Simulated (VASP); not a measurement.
Write the native input for VASP 6.6.1 that does the following.

| Quantity | Value |
| --- | --- |
| Task | single point |
| Functional | LDA |
| Potentials or basis | VASP PAW LDA potentials, release 64 (Ba_sv, In_d, Au) |
| Cutoff | 520 eV |
| k mesh | 2 × 3 × 2 |
| Occupations | fermi-dirac, width 0.3 eV |
| Spin | no spin polarisation |
| Dipole correction | no |
| Further INCAR settings | ALGO = Normal; EDIFF = 1e-06; NBANDS = 82 |

The structure of Ba2In3Au lies in POSCAR:

```
Ba2In3Au
1.0
  -12.0199200000      0.0000000000      0.0000000000
    0.0000000000     -5.1246220000      0.0000000000
   -5.6515350000      0.0000000000      6.2479830000
Ba In Au
4 6 2
Direct
    0.6299010486      0.5817209542      0.6271463927
    0.3879882329      0.6368079441      0.2798022978
    0.0118793137     -0.0709515746      0.6914071309
    0.9879428532      0.0512818311      0.1825709193
    0.1186116983      0.5256582827      0.3011211778
    0.1646046156      0.5856822220      0.8837892165
    0.8166432920      0.4551750353      0.0960469963
    0.6468285841     -0.0571944623      0.2677984239
    0.5955941821      0.1083006708      0.9776114948
    0.3189631233      0.1136278929      0.0521608333
    0.8322722826      0.3774132024      0.7122938715
    0.3100428015      0.0769032331      0.6345727893
```

One way to write it, as run:

INCAR

```
PREC = Accurate ; ENCUT = 520
EDIFF = 1E-6 ; ISMEAR = -1
SIGMA = 0.3 ; LREAL = False
LASPH = True ; NELM = 60
ALGO = Normal ; ISIF = 2
LWAVE = False ; LCHARG = True
LELF = True ; LVHAR = True
NBANDS = 82
```

KPOINTS

```
regular mesh
0
Gamma
  2 3 2
```

Potentials or basis: VASP PAW LDA potentials, release 64 (Ba_sv, In_d, Au).

Command:

```bash
$ cat potpaw_LDA.64/Ba_sv/POTCAR potpaw_LDA.64/In_d/POTCAR potpaw_LDA.64/Au/POTCAR > POTCAR
$ mpirun -np 1 vasp_std > vasp.out
```

It gave:

| Quantity | Value |
| --- | --- |
| Pressure | 0.1 GPa |
| Largest force | 1.576 eV/Å |
| Band gap on the k mesh | zero (bands 70 and 71 overlap by 0.08 eV) |

Caveat: the k points lie up to 0.41 Å⁻¹ apart; the atoms stand as in a frame of molecular dynamics; so wide a smearing shifts energies and pressures; spin-orbit coupling is left out, which moves the levels of the heavy elements; forces of over 1 eV/Å act on the atoms, so gaps and moduli don't describe the material at rest.

Run time: 14 min on 1 thread of Intel Xeon 8259CL, on a shared host, peak memory 0.52 GiB.
